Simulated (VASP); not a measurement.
A run of VASP 6.6.1:

File INCAR:

```
ALGO     = Normal         # electronic algorithm
DIPOL    = 0.5 0.5 0.459
EDIFF    = 1E-6           # SCF threshold, eV
ENCUT    = 400            # plane-wave cutoff, eV
GGA      = PE             # functional
GGA_COMPAT= False        
IDIPOL   = 3            
ISIF     = 2              # what is computed and relaxed
ISMEAR   = 0              # smearing method
IVDW     = 12             # dispersion correction
LASPH    = True           # aspherical terms in the spheres
LCHARG   = False          # write CHGCAR
LDIPOL   = True         
LREAL    = False          # projectors in reciprocal space
LWAVE    = False          # write WAVECAR
NBANDS   = 86             # bands
NELM     = 120            # most SCF steps
NELMDL   = -8           
PREC     = Accurate       # precision mode
SIGMA    = 0.1            # smearing width, eV
```

File KPOINTS:

```
k-points
0
Gamma
  2 3 1
```

Contents of POSCAR:

```
InAs
1.0
    8.6438581907      0.0000000000      0.0000000000
    0.0000000000      6.1121307423      0.0000000000
    0.0000000000      0.0000000000     24.4828936431
In As
8 8
Direct
    0.2500000000      0.5000000000      0.3267587613
    0.7500000000      0.5000000000      0.3267587613
    0.5000000000      0.0000000000      0.4150230237
    0.0000000000      0.0000000000      0.4150230237
    0.7498515005      0.5082992337      0.5089455361
    0.2501414237      0.5081524030      0.5089082399
    0.0000848483     -0.0595700349      0.5753781219
    0.4999062066     -0.0488395288      0.5764222316
    0.5000000000      0.2500000000      0.3267587613
    0.0000000000      0.2500000000      0.3267587613
    0.7500000000      0.7500000000      0.4150230237
    0.2500000000      0.7500000000      0.4150230237
   -0.0000153157      0.2576589070      0.5037776461
    0.5000194525      0.2592213846      0.5023885624
    0.2510830473      0.7246009106      0.6036583507
    0.7489493129      0.7250112073      0.6036963737
```

Potentials or basis: VASP PAW PBE potentials, release 64 (In_d, As).

Launch:

```sh
$ cat potpaw_PBE.64/In_d/POTCAR potpaw_PBE.64/As/POTCAR > POTCAR
$ mpirun -np 1 vasp_std > vasp.out
```

Hardware: 1 thread of Oxide Virtual Turin-like Processor, on a shared host.

Problem. How long does it take, and how much memory?

Solution. Run time: 13 min on 1 thread of Oxide Virtual Turin-like Processor, on a shared host, peak memory 0.74 GiB. Counts: scf iterations 30, k points 4.
